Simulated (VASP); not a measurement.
# Ru (P6_3/mmc) in VASP: a series of runs

Ru is run at these levels: r2SCAN; tasks: single point.

Everything below comes from runs of VASP 6.6.1. Logs are shortened: lines on timing, memory, paths and dates and some standing lists are left out, and cuts for length are marked.

**1. The cell of the first run**

It takes space group P6_3/mmc (No. 194, hexagonal). Conventional cell: a = 2.730 Å, b = 2.730 Å, c = 4.304 Å, α = 90.00°, β = 90.00°, γ = 120.00°. Within 3.5 Å of Ru (site symmetry -6m2) lie 12 Ru at 2.67 to 2.73 Å.

**2. Single point, r2SCAN (13.89 Å³/atom)**

Contents of POSCAR:

```
Ru
1.0
    2.7304834820      0.0000000000      0.0000000000
   -1.3652417410      2.3646680600      0.0000000000
    0.0000000000      0.0000000000      4.3038595424
Ru
2
Direct
    0.3333333333      0.6666666667      0.2500000000
    0.6666666667      0.3333333333      0.7500000000
```

Contents of INCAR.step1:

```
PREC = Accurate
ENCUT = 620
ISMEAR = 0
SIGMA = 0.1
LREAL = False
LASPH = True
NELM = 120
NBANDS = 23
GGA = PE
ALGO = Normal
EDIFF = 1E-5
LWAVE = True
LCHARG = False
GGA_COMPAT = False
```

Contents of INCAR.step2:

```
PREC = Accurate
ENCUT = 620
EDIFF = 1E-6
ISMEAR = 0
SIGMA = 0.1
LREAL = False
LASPH = True
NELM = 120
ALGO = Normal
ISIF = 2
LWAVE = False
LCHARG = True
METAGGA = R2SCAN
LMIXTAU = True
LELF = True
LVHAR = True
NBANDS = 23
ISTART = 1
GGA_COMPAT = False
```

Contents of KPOINTS:

```
regular mesh
0
Gamma
  18 18 10
```

Potentials or basis: VASP PAW PBE potentials, release 64 (Ru_sv).

Run with:

```console
$ cat potpaw_PBE.64/Ru_sv/POTCAR > POTCAR
$ cp INCAR.step1 INCAR
$ mpirun -np 1 vasp_std > vasp.out
$ cp INCAR.step2 INCAR
$ mpirun -np 1 vasp_std > vasp.out
```

OUTCAR:

```text
PREC = Accurate
   ENCUT = 620
   EDIFF = 1E-6
   ISMEAR = 0
   LREAL = False
   LASPH = True
   NELM = 120
   ISIF = 2
   METAGGA = R2SCAN
   ISTART = 1

 ion  position               nearest neighbor table
   1  0.333  0.667  0.250-   2 2.67   2 2.67   2 2.67   2 2.67   2 2.67   2 2.67
   2  0.667  0.333  0.750-   1 2.67   1 2.67   1 2.67   1 2.67   1 2.67   1 2.67

  LATTYP: Found a hexagonal cell.
 ALAT       =     2.7304834820
 C/A-ratio  =     1.5762261778

  Lattice vectors:

 A1 = (   2.7304834820,   0.0000000000,   0.0000000000)
 A2 = (  -1.3652417410,   2.3646680600,   0.0000000000)
 A3 = (   0.0000000000,   0.0000000000,   4.3038595424)

Analysis of symmetry for initial positions (statically):
=====================================================================
 Subroutine PRICEL returns:
 Original cell was already a primitive cell.

 Routine SETGRP: Setting up the symmetry group for a
 hexagonal supercell.

 Subroutine GETGRP returns: Found 24 space group operations
 (whereof 12 operations were pure point group operations)
 out of a pool of 24 trial point group operations.

The static configuration has the point symmetry D_3d.
 The point group associated with its full space group is D_6h.

Analysis of symmetry for dynamics (positions and initial velocities):
=====================================================================
 Subroutine PRICEL returns:
 Original cell was already a primitive cell.

 Routine SETGRP: Setting up the symmetry group for a
 hexagonal supercell.

 Subroutine GETGRP returns: Found 24 space group operations
 (whereof 12 operations were pure point group operations)
 out of a pool of 24 trial point group operations.

The dynamic configuration has the point symmetry D_3d.
 The point group associated with its full space group is D_6h.

 Subroutine INISYM returns: Found 24 space group operations
 (whereof 12 operations are pure point group operations),
 and found     1 'primitive' translations

----------------------------------------------------------------------------------------

                                     Primitive cell

  volume of cell :      27.7887

  direct lattice vectors                    reciprocal lattice vectors
     2.730483482  0.000000000  0.000000000     0.366235506  0.211446168  0.000000000
    -1.365241741  2.364668060  0.000000000     0.000000000  0.422892336  0.000000000
     0.000000000  0.000000000  4.303859542     0.000000000  0.000000000  0.232349590

  length of vectors
     2.730483482  2.730483482  4.303859542     0.422892336  0.422892336  0.232349590

  position of ions in fractional coordinates (direct lattice)
     0.333333333  0.666666667  0.250000000
     0.666666667  0.333333333  0.750000000

  ion indices of the primitive-cell ions
   primitive index   ion index
                 1           1
                 2           2

----------------------------------------------------------------------------------------

 KPOINTS: regular mesh

Automatic generation of k-mesh.
 Grid dimensions read from file:
 generate k-points for:   18   18   10

 Generating k-lattice:

  Cartesian coordinates                     Fractional coordinates (reciprocal lattice)
     0.020346417  0.011747009  0.000000000     0.055555556  0.000000000  0.000000000
     0.000000000  0.023494019  0.000000000     0.000000000  0.055555556  0.000000000
     0.000000000  0.000000000  0.023234959     0.000000000  0.000000000  0.100000000

  Length of vectors
     0.023494019  0.023494019  0.023234959

  Shift w.r.t. Gamma in fractional coordinates (k-lattice)
     0.000000000  0.000000000  0.000000000

 Subroutine IBZKPT returns following result:
 ===========================================

 Found    222 irreducible k-points:

 Following reciprocal coordinates:
            Coordinates               Weight
  0.000000  0.000000  0.000000      1.000000
  0.055556 -0.000000  0.000000      6.000000
  0.111111 -0.000000  0.000000      6.000000
  0.166667 -0.000000  0.000000      6.000000
  0.222222 -0.000000  0.000000      6.000000
  0.277778  0.000000  0.000000      6.000000
[... 16 lines left out ...]
  0.333333  0.111111  0.000000     12.000000
  0.388889  0.111111  0.000000     12.000000
 [... further k-points ...]
   k-points           NKPTS =    222   k-points in BZ     NKDIM =    222   number of bands    NBANDS=     23
   number of dos      NEDOS =    301   number of ions     NIONS =      2
   total plane-waves  NPLWV =  20736
   dimension x,y,z NGX =    24 NGY =   24 NGZ =   36
   dimension x,y,z NGXF=    48 NGYF=   48 NGZF=   72
   ions per type =               2
   NGX,Y,Z   is equivalent  to a cutoff of  14.61, 14.61, 13.91 a.u.
   NGXF,Y,Z  is equivalent  to a cutoff of  29.22, 29.22, 27.81 a.u.
 SYSTEM =  unknown system
   PREC   = accura    normal or accurate (medium, high low for compatibility)
   ISTART =      1    job   : 0-new  1-cont  2-samecut
   ICHARG =      0    charge: 1-file 2-atom 10-const
   ISPIN  =      1    spin polarized calculation?
   LNONCOLLINEAR =      F non collinear calculations
   LSORBIT =      F    spin-orbit coupling
   LASPH  =      T    aspherical Exc in radial PAW
   ENCUT  =  620.0 eV  45.57 Ry    6.75 a.u.   5.54  5.54  8.74*2*pi/ulx,y,z
   NELM   =    120;   NELMIN=  2; NELMDL=  0     # of ELM steps
   EDIFF  = 0.1E-05   stopping-criterion for ELM
   LREAL  =      F    real-space projection
   EDIFFG = 0.1E-04   stopping-criterion for IOM
   NSW    =      0    number of steps for IOM
   IBRION =     -1    ionic relax: 0-MD 1-quasi-New 2-CG
   NFREE  =      0    steps in history (QN), initial steepest desc. (CG)
   ISIF   =      2    stress and relaxation
   ISYM   =      2    0-nonsym 1-usesym 2-fastsym
   POTIM  = 0.5000    time-step for ionic-motion
   TEBEG  =    0.0;   TEEND  =   0.0 temperature during run
   PSTRESS=    0.0 pullay stress
   NELECT =      32.0000    total number of electrons
   NUPDOWN=      -1.0000    fix difference up-down
   EMIN   =  10.00;   EMAX   =-10.00  energy-range for DOS
   EFERMI =   0.00;   METHOD = LEGACY
   ISMEAR =     0;   SIGMA  =   0.10  broadening in eV -4-tet -1-fermi 0-gaus
   EFERMI_NEDOS =   21; number of points for ismear=-14 and -15
   IALGO  =     38    algorithm
   IMIX   =      4    mixing-type and parameters
     AMIX     =   0.40;   BMIX     =  1.00
     AMIX_MAG =   1.60;   BMIX_MAG =  1.00
  volume/ion in A,a.u.               =      13.89        93.76
  Fermi-wavevector in a.u.,A,eV,Ry     =   1.715940  3.242657 40.061697  2.944452
  Thomas-Fermi vector in A             =   2.793219
   LORBIT       =      0    0 simple, 1 ext, 2 COOP (PROOUT), +10 PAW based schemes
   METAGGA = R2SCAN    functional components
   LHFCALC =     F    Hartree Fock is set to
   AEXX    =    0.0000 exact exchange contribution
   IVDW    =     0    specifies the selected vdW correction
   LEPSILON=     F    determine dielectric tensor
   LRPA    =     F    only Hartree local field effects (RPA)
 non-spin polarized calculation
 Gauss-broadening in eV      SIGMA  =   0.10
  energy-cutoff  :      620.00
  volume of cell :       27.79
 maximum number of plane-waves:      1014
 NGX is ok and might be reduce to    24
   NGX = 11   NGY = 11   NGZ = 17

 number of electron      32.0000001 magnetization

 Free energy of the ion-electron system (eV)
  ---------------------------------------------------
  ext. energy  EPLUGINS =         0.00000000
  ---------------------------------------------------
  free energy    TOTEN  =       -50.92233935 eV

  energy without entropy =      -50.91312823  energy(sigma->0) =      -50.91773379

 E-fermi :  14.5653     XC(G=0): -15.3710

 val. band max:       14.5630703781   @ k =   0.1667   0.1111   0.3000
 cond. band min:      14.5852350919   @ k =   0.2222   0.1111   0.1000
 fundamental gap:      0.0221647138
 Fermi energy:        14.5653111816

 k-point     1 :       0.0000    0.0000    0.0000
  band No.  band energies     occupation
      1     -60.7135      2.00000
      2     -60.5056      2.00000
      3     -30.4200      2.00000
      4     -29.4889      2.00000
      5     -29.4889      2.00000
      6     -29.3154      2.00000
[... 15 lines left out ...]
     22      30.1158      0.00000
     23      32.7924      0.00000

 k-point     2 :       0.0556   -0.0000    0.0000
  band No.  band energies     occupation
      1     -60.7090      2.00000
      2     -60.5039      2.00000
      3     -30.4094      2.00000
      4     -29.5109      2.00000
      5     -29.4964      2.00000
      6     -29.3385      2.00000
[... 15 lines left out ...]
     22      30.3094      0.00000
     23      32.9236      0.00000

 k-point     3 :       0.1111   -0.0000    0.0000
  band No.  band energies     occupation
      1     -60.6960      2.00000
      2     -60.4991      2.00000
      3     -30.3784      2.00000
      4     -29.5746      2.00000
      5     -29.5178      2.00000
      6     -29.4043      2.00000
[... 15 lines left out ...]
     22      30.7878      0.00000
     23      33.2660      0.00000

 k-point     4 :       0.1667   -0.0000    0.0000
  band No.  band energies     occupation
      1     -60.6756      2.00000
      2     -60.4921      2.00000
      3     -30.3287      2.00000
      4     -29.6722      2.00000
      5     -29.5497      2.00000
      6     -29.5036      2.00000
[... 15 lines left out ...]
     22      31.0050      0.00000
     23      33.4581      0.00000

 k-point     5 :       0.2222   -0.0000    0.0000
  band No.  band energies     occupation
      1     -60.6497      2.00000
      2     -60.4843      2.00000
      3     -30.2635      2.00000
      4     -29.7920      2.00000
      5     -29.6227      2.00000
      6     -29.5877      2.00000
[... 434 lines left out ...]
 k-point    22 :       0.2778    0.1111    0.0000
  band No.  band energies     occupation
      1     -60.5839      2.00000
      2     -60.4712      2.00000
      3     -30.0814      2.00000
      4     -30.0260      2.00000
      5     -29.8908      2.00000
      6     -29.6755      2.00000
[... 15 lines left out ...]
     22      26.2660      0.00000
     23      28.7363      0.00000

 k-point    23 :       0.3333    0.1111    0.0000
  band No.  band energies     occupation
      1     -60.5589      2.00000
      2     -60.4702      2.00000
      3     -30.1175      2.00000
      4     -30.0028      2.00000
      5     -29.9521      2.00000
      6     -29.7225      2.00000
[... 15 lines left out ...]
     22      25.9835      0.00000
     23      27.7117      0.00000

 k-point    24 :       0.3889    0.1111    0.0000
  band No.  band energies     occupation
      1     -60.5403      2.00000
      2     -60.4718      2.00000
      3     -30.1771      2.00000
      4     -29.9921      2.00000
      5     -29.9392      2.00000
      6     -29.7527      2.00000
[... 15 lines left out ...]
     22      26.9736      0.00000
     23      26.9834      0.00000

 [... further k-points ...]

------------------------ aborting loop because EDIFF is reached ----------------------------------------

  FORCE on cell =-STRESS in cart. coord.  units (eV):
  Direction    XX          YY          ZZ          XY          YZ          ZX
  --------------------------------------------------------------------------------------
  -------------------------------------------------------------------------------------
  Total       -1.5951593     -1.5951593     -1.5911533      0.0000000     -0.0000000      0.0000000
  in kB      -91.9701308    -91.9701308    -91.7391618      0.0000000     -0.0000000      0.0000000
  external PRESSURE =     -91.8931411 kB  Pullay stress =       0.0000000 kB

 VOLUME and BASIS-vectors are now :
 -----------------------------------------------------------------------------
  energy-cutoff  :      620.00
  volume of cell :       27.79
      direct lattice vectors                 reciprocal lattice vectors
     2.730483482  0.000000000  0.000000000     0.366235506  0.211446168  0.000000000
    -1.365241741  2.364668060  0.000000000     0.000000000  0.422892336  0.000000000
     0.000000000  0.000000000  4.303859542     0.000000000  0.000000000  0.232349590

 POSITION                                       TOTAL-FORCE (eV/Angst)
 -----------------------------------------------------------------------------------
     -0.00000      1.57645      1.07596        -0.000000      0.000000      0.000000
      1.36524      0.78822      3.22789         0.000000     -0.000000      0.000000
 -----------------------------------------------------------------------------------
    total drift:                               -0.000000      0.000000     -0.000000

  FREE ENERGIE OF THE ION-ELECTRON SYSTEM (eV)
  ---------------------------------------------------
  free  energy   TOTEN  =       -50.9223393470 eV

  energy  without entropy=      -50.9131282339  energy(sigma->0) =      -50.91773379
```

It took 2.9 min on 1 thread of Intel Xeon 6975P-C (Granite Rapids), shared host; peak memory 0.27 GiB.

Results:

| Item | Value |
| --- | --- |
| Free energy | -50.9223 eV |
| Pressure | -9.2 GPa |
| Band gap on the k mesh | zero (bands 16 and 17 overlap by 3.15 eV) |

Levels at points of the mesh, in eV from the Fermi level:
```
           k point  band 13  band 14  band 15  band 16  band 17  band 18  band 19  band 20
(0.00, 0.00, 0.00)    -2.39    -1.91    -1.91    -1.43    -1.43     1.20     1.20     1.37
(0.50, 0.00, 0.00)    -2.08    -1.84    -1.50     1.41     1.83     1.93     4.10     6.23
(0.00, 0.00, 0.50)    -2.78    -2.78    -2.72    -2.72     0.55     0.55     0.55     0.55
(0.50, 0.00, 0.50)    -1.07    -1.07     0.45     0.45     1.67     1.67     3.45     3.45
```

Caveat: the cell stands under tension; the PAW data sets were made with another functional, which shifts forces and pressure a little.

**3. Single point, r2SCAN**

This run uses another cell than the first one, of 13.49 Å³/atom.

Contents of POSCAR:

```
Ru
1.0
    2.7023482491      0.0000000000      0.0000000000
   -1.3511741246      2.3403022336      0.0000000000
    0.0000000000      0.0000000000      4.2659655206
Ru
2
Direct
    0.3333333333      0.6666666667      0.2500000000
    0.6666666667      0.3333333333      0.7500000000
```

Contents of INCAR.step1:

```
SYSTEM = Ru
  PREC = Accurate
  ENCUT = 620
  ISMEAR = 0
  SIGMA = 0.1
  LREAL = .FALSE.
  LASPH = .TRUE.
  NELM = 120
  NBANDS = 23
  GGA = PE
  ALGO = Normal
  EDIFF = 1E-5
  LWAVE = .TRUE.
  LCHARG = .FALSE.
  GGA_COMPAT = .FALSE.
```

Contents of INCAR.step2:

```
SYSTEM = Ru
  PREC = Accurate
  ENCUT = 620
  EDIFF = 1E-6
  ISMEAR = 0
  SIGMA = 0.1
  LREAL = .FALSE.
  LASPH = .TRUE.
  NELM = 120
  ALGO = Normal
  ISIF = 2
  LWAVE = .FALSE.
  LCHARG = .FALSE.
  METAGGA = R2SCAN
  LMIXTAU = .TRUE.
  NBANDS = 23
  ISTART = 1
  GGA_COMPAT = .FALSE.
```

Contents of KPOINTS:

```
Automatic mesh
0
G
  15 15 8
  0 0 0
```

Potentials or basis: VASP PAW PBE potentials, release 64 (Ru_sv).

Run with:

```console
$ cat potpaw_PBE.64/Ru_sv/POTCAR > POTCAR
$ cp INCAR.step1 INCAR
$ mpirun -np 1 vasp_std > vasp.out
$ cp INCAR.step2 INCAR
$ mpirun -np 1 vasp_std > vasp.out
```

It took 4.5 min on 1 thread of AMD EPYC 7R13 (Zen 3), shared host; peak memory 0.19 GiB.

Results (log left out):

| Item | Value |
| --- | --- |
| Free energy | -50.9511 eV |
| Pressure | 0.1 GPa |
| Band gap on the k mesh | zero (bands 16 and 17 overlap by 3.23 eV) |

Stress tensor (GPa, compression positive):
```
0.16 0.00 0.00
0.00 0.16 0.00
0.00 0.00 0.04
```

Levels at points of the mesh, in eV from the Fermi level:
```tsv
k point	band 14	band 15	band 16	band 17	band 18	band 19
(0.00, 0.00, 0.00)	-2.01	-2.01	-1.49	-1.49	1.25	1.25
(0.00, 0.00, 0.50)	-2.91	-2.83	-2.83	0.58	0.58	0.58
```

Caveat: the PAW data sets were made with another functional, which shifts forces and pressure a little.

The gap in the log of VASP goes by the Fermi energy; the results here count the filled bands.